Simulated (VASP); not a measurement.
Input of a VASP 6.6.1 run:

File INCAR:

```
SYSTEM = Ir2Rh
PREC = Accurate
ENCUT = 520
EDIFF = 1E-6
ISMEAR = 0
SIGMA = 0.1
LREAL = .False.
LASPH = .True.
NELM = 60
ALGO = Fast
ISIF = 2
LWAVE = .False.
LCHARG = .False.
GGA = PE
NBANDS = 24
```

The input KPOINTS:

```
regular mesh
0
Gamma
  18 18 8
  0 0 0
```

Contents of POSCAR:

```
Ir2Rh
1.0
    2.6716306890      0.0000000000      0.0000000000
   -1.3358153445      2.3137000462      0.0000000000
    0.0000000000      0.0000000000      6.5417690090
Ir Rh
2 1
Direct
    0.3333333333      0.6666666667      0.6669292351
    0.6666666667      0.3333333333      0.3330707649
    0.0000000000      0.0000000000      0.0000000000
```

Potentials or basis: VASP PAW PBE potentials, release 64 (Ir, Rh_pv).

Command:

```console
$ cat potpaw_PBE.64/Ir/POTCAR potpaw_PBE.64/Rh_pv/POTCAR > POTCAR
$ mpirun -np 1 vasp_std > vasp.out
```

Q: What does it give for the largest force?

A: 0.045 eV/Å.

Q: Predict the band gap on the k mesh.

A: Zero (an odd number of electrons rules out a gap without spin polarisation).

Q: Estimate the pressure.

A: 23.6 GPa.

Forces on the atoms (eV/Å):
```
Ir   0.000  0.000  0.045
Ir   0.000  0.000 -0.045
Rh   0.000  0.000  0.000
```

Caveat: the cell stands under pressure; spin-orbit coupling is left out, which moves the levels of the heavy elements.
